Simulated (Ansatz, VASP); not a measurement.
One calculation of Bi, two programs

INCAR

```
SYSTEM = Bi
PREC = Accurate
ENCUT = 520
EDIFF = 1E-8
ISMEAR = -1
SIGMA = 0.03
LREAL = .FALSE.
LASPH = .TRUE.
NELM = 60
ALGO = Normal
ISIF = 2
LWAVE = .FALSE.
LCHARG = .FALSE.
LEFG = .TRUE.
NBANDS = 22
```

KPOINTS

```
regular mesh
0
G
  11 11 11
  0 0 0
```

Contents of POSCAR:

```
Bi
1.0
    2.3175796175      1.3380552160      4.0315490999
   -2.3175796175      1.3380552160      4.0315490999
    0.0000000000     -2.6761104319      4.0315490999
Bi
2
Direct
    0.2338900000      0.2338900000      0.2338900000
    0.7661100000      0.7661100000      0.7661100000
```

Input for Ansatz:

```yaml
crystal:
  lattice:
    - [2.3175796175, 1.338055216, 4.0315490999]
    - [-2.3175796175, 1.338055216, 4.0315490999]
    - [0.0, -2.6761104319, 4.0315490999]
  atoms:
    - { symbol: Bi, position: [0.23389, 0.23389, 0.23389] }
    - { symbol: Bi, position: [0.76611, 0.76611, 0.76611] }
kpoints:
  mp_grid: { grid: [11, 11, 11] }
scf:
  occupations: { method: fermi_dirac, width: 0.03 }
hamiltonian:
  xc: lda
  pseudopotentials: { kind: paw }
output:
  forces: true
  stress: true
  eigenvalues: true
  efg: { contact_densities: true }
  write_density: true
  write_potential: true
  elf: true
  volumetric_format: npy
```

Change from the starting cell: volume scaled by 1.06, PAW files.

Alike in both runs: task electric field gradients; functional LDA; k mesh 11 × 11 × 11; occupations fermi-dirac, width 0.03 eV; no spin polarisation.

|  | VASP | Ansatz |
| --- | --- | --- |
| version | VASP 6.6.1 | Ansatz 0.2.0 |
| potentials or method | VASP PAW LDA potentials, release 64 (Bi_d) | PAW with Ansatz's default frozen-core files, scalar-relativistic |
| plane-wave cutoff (eV) | 520 | 420 |
| valence electrons in the cell | 30 | 30 |

|  | VASP | Ansatz | Ansatz less VASP |
| --- | --- | --- | --- |
| pressure (GPa) | -4.0 | -4.1 | -0.04 |
| traceless stress, the component that is largest in VASP (GPa) | 0.36 | 0.38 | +0.019 |
| rms of the force components (eV/Å) | 0.105 | 0.116 | +0.0118 |
| size of Vzz on the site where it differs most (V/Å²) | 30.7 | 31.3 | +0.53 |

LDA's correlation is that of Perdew and Zunger in VASP and of Perdew and Wang (1992) in Ansatz. Atom by atom the forces differ by 0.012 eV/Å (rms over components).

Neither program's run includes spin-orbit coupling.
